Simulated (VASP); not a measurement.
A run of VASP 6.6.1 is set up as follows.

Contents of POSCAR:

```
In
1.0
    3.3638438630      0.0000000000      0.0000000000
   -1.6819219315      2.9131742397      0.0000000000
    0.0000000000      0.0000000000     31.1995625400
In
7
Direct
    0.3333333300      0.6666666600      0.2403879859
    0.0000000000      0.0000000000      0.3269253239
    0.6666666700      0.3333333400      0.4134626620
    0.0000000000      0.0000000000      0.5000000000
    0.3333333300      0.6666666600      0.5865373380
    0.0000000000      0.0000000000      0.6730746761
    0.6666666700      0.3333333400      0.7596120141
```

File INCAR.step1:

```
PREC     = Accurate       # precision mode
ENCUT    = 520            # plane-wave cutoff, eV
ISMEAR   = -1             # smearing method
SIGMA    = 0.05           # smearing width, eV
LREAL    = False          # projectors in reciprocal space
LASPH    = True           # aspherical terms in the spheres
NELM     = 100            # most SCF steps
LDIPOL   = True         
IDIPOL   = 3            
DIPOL    = 0.5 0.5 0.500
NBANDS   = 54             # bands
GGA      = PE             # functional
ALGO     = Normal         # electronic algorithm
EDIFF    = 1E-4           # SCF threshold, eV
LWAVE    = True           # write WAVECAR
LCHARG   = False          # write CHGCAR
```

Contents of INCAR.step2:

```
PREC     = Accurate       # precision mode
ENCUT    = 520            # plane-wave cutoff, eV
EDIFF    = 1E-7           # SCF threshold, eV
ISMEAR   = -1             # smearing method
SIGMA    = 0.05           # smearing width, eV
LREAL    = False          # projectors in reciprocal space
LASPH    = True           # aspherical terms in the spheres
NELM     = 100            # most SCF steps
ALGO     = Normal         # electronic algorithm
ISIF     = 2              # what is computed and relaxed
LWAVE    = False          # write WAVECAR
LCHARG   = True           # write CHGCAR
LDIPOL   = True         
IDIPOL   = 3            
DIPOL    = 0.5 0.5 0.500
METAGGA  = R2SCAN         # meta-GGA
LMIXTAU  = True         
LELF     = True           # ELF
LVHAR    = True         
LVACPOTAV= True         
NBANDS   = 54             # bands
ISTART   = 1
```

Contents of KPOINTS:

```
regular mesh
0
Gamma
  9 9 1
```

Potentials or basis: VASP PAW PBE potentials, release 64 (In_d).

Launch:

```console
$ cat potpaw_PBE.64/In_d/POTCAR > POTCAR
$ cp INCAR.step1 INCAR
$ mpirun -np 1 vasp_std > vasp.out
$ cp INCAR.step2 INCAR
$ mpirun -np 1 vasp_std > vasp.out
```

(1) What does it give for the band gap on the k mesh?

(2) What does it give for the largest force?

## Answers

(1) zero (an odd number of electrons rules out a gap without spin polarisation).

(2) 0.161 eV/Å.

Caveat: the PAW data sets were made with another functional, which shifts forces and pressure a little; spin-orbit coupling is left out, which moves the levels of the heavy elements.
